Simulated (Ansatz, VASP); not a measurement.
## One calculation of PbSe, two programs

```xyz
2
Lattice="0.0000 3.4232 3.4232 3.4232 0.0000 3.4232 3.4232 3.4232 0.0000" Properties=species:S:1:pos:R:3 pbc="T T T"
Pb    0.0000    0.0000    0.0000
Se    1.7116    1.7116    1.7116
```

Alike in both runs: task single point; functional PBE-based screened hybrid; k mesh 4 × 4 × 4; no spin polarisation.

|  | VASP | Ansatz |
| --- | --- | --- |
| version | VASP 6.6.1 | Ansatz 0.2.0 |
| potentials or method | VASP PAW PBE potentials, release 64 (Pb_d, Se) | plane waves |
| plane-wave cutoff (eV) | 520 | 420 |
| occupations | gaussian, width 0.01 eV | fixed |
| valence electrons in the cell | 20 | 30 |

```tsv
	VASP	Ansatz	Ansatz less VASP
gap on the k mesh at the Fermi level (eV)	0.69	0.68	-0.004
pressure (GPa)	0.5	0.5	+0.05
```

VASP's potentials were made for PBE, not for PBE-based screened hybrid. VASP's potentials hold 20 valence electrons a cell and Ansatz's 30, so a difference there can come from the potentials and not from the codes. Ansatz's warnings: stress exchange threshold loose, stress scf threshold loose.

Spin-orbit coupling is off throughout.
